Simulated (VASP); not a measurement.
Wanted: the native input for a VASP 6.6.1 run.

| Quantity | Value |
| --- | --- |
| Task | single point |
| Functional | PBE |
| Potentials or basis | VASP PAW PBE potentials, release 64 (Gd, O) |
| Cutoff | 520 eV |
| k mesh | 9 × 9 × 9 |
| Occupations | gaussian, width 0.022 eV |
| Spin | collinear spin, ferromagnetic start |
| Starting moments | [7.0, 0.0] μB |
| Dipole correction | no |
| Further INCAR settings | ALGO = Normal; EDIFF = 1e-07; NBANDS = 23 |

The structure of GdO lies in POSCAR:

```
GdO
1.0
    2.8018137600      0.0000000000      0.0000000000
    0.0000000000      2.8018137600      0.0000000000
    0.0000000000      0.0000000000      2.8018137600
Gd O
1 1
Direct
    0.0000000000      0.0000000000      0.0000000000
    0.5000000000      0.5000000000      0.5000000000
```

One way to write it, as run:

INCAR

```
  ALGO = Normal
  EDIFF = 1E-7
  ENCUT = 520
  GGA = PE
  ISIF = 2
  ISMEAR = 0
  ISPIN = 2
  LASPH = T
  LCHARG = T
  LELF = T
  LMAXMIX = 6
  LORBIT = 11
  LREAL = F
  LVHAR = T
  LWAVE = F
  MAGMOM = 7 0
  NBANDS = 23
  NELM = 150
  PREC = Accurate
  SIGMA = 0.022
```

KPOINTS

```
k-points
0
Gamma
  9 9 9
```

Potentials or basis: VASP PAW PBE potentials, release 64 (Gd, O).

Run with:

```bash
$ cat potpaw_PBE.64/Gd/POTCAR potpaw_PBE.64/O/POTCAR > POTCAR
$ mpirun -np 1 vasp_std > vasp.out
```

Results of the run:

```yaml
Pressure: 48.4 GPa
Net_moment: 6.95 μB per cell
Site_moments: Gd +6.70; O +0.01 μB
Valence_electrons_inside_the_program's_atomic_spheres: Gd 15.66; O 5.07
```

Caveat: the cell stands under pressure; a cell with one magnetic atom can't hold antiferromagnetic order, which such compounds often take.

It took 2.1 min on 1 thread of Intel Xeon 8259CL (shared host), peak memory 0.18 GiB.
